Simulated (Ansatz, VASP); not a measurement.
# AlN: VASP beside Ansatz

```
Al N
1.0
     2.61446    0.00000    0.00000
     0.00000    2.61446    0.00000
     0.00000    0.00000    2.61446
Al N
1 1
Direct
  0.00000 0.00000 0.00000
  0.50000 0.50000 0.50000
```

Alike in both runs: functional PBE; k mesh 15 × 15 × 15; occupations fermi-dirac, width 0.1 eV; no spin polarisation.

Ansatz relaxed the structure, and its values are those at the end. VASP's run is a single point on that final structure, the one shown.

```csv
,VASP,Ansatz
version,VASP 6.6.1,Ansatz 0.2.0
potentials or method,"VASP PAW PBE potentials, release 64 (Al, N)","PAW with Ansatz's default frozen-core files, scalar-relativistic"
plane-wave cutoff (eV),520,420
valence electrons in the cell,8,8
```

VASP gave:

| Property | Result |
| --- | --- |
| pressure (GPa) | -0.1 |

Problem. Estimate Ansatz's values.

Solution. Pressure (GPa): 0.0.
